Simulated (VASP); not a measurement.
Input of a VASP 6.6.1 run:

INCAR

```
  PREC = Accurate
  ENCUT = 520
  EDIFF = 1E-6
  ISMEAR = -1
  SIGMA = 0.05
  LREAL = False
  LASPH = True
  NELM = 150
  ALGO = Normal
  ISIF = 2
  LWAVE = False
  LCHARG = False
  ISPIN = 2
  MAGMOM = 4 0
  LORBIT = 11
  LMAXMIX = 4
  GGA = PE
  NBANDS = 20
```

The input KPOINTS:

```
regular mesh
0
Gamma
  9 9 9
```

File POSCAR:

```
MnSi
1.0
    3.0306596745      0.0000000000      0.0000000000
    0.0000000000      3.0306596745      0.0000000000
    0.0000000000      0.0000000000      3.0306596745
Mn Si
1 1
Direct
    0.0000000000      0.0000000000      0.0000000000
    0.5000000000      0.5000000000      0.5000000000
```

Potentials or basis: VASP PAW PBE potentials, release 64 (Mn_pv, Si).

The run is started by

```sh
$ cat potpaw_PBE.64/Mn_pv/POTCAR potpaw_PBE.64/Si/POTCAR > POTCAR
$ mpirun -np 1 vasp_std > vasp.out
```

Question: What does it give for the pressure?

Answer: -29.0 GPa.

Question: Estimate the site moments.

Answer: Mn +1.01; Si -0.08 μB.

Question: Predict the net moment.

Answer: 0.91 μB per cell.
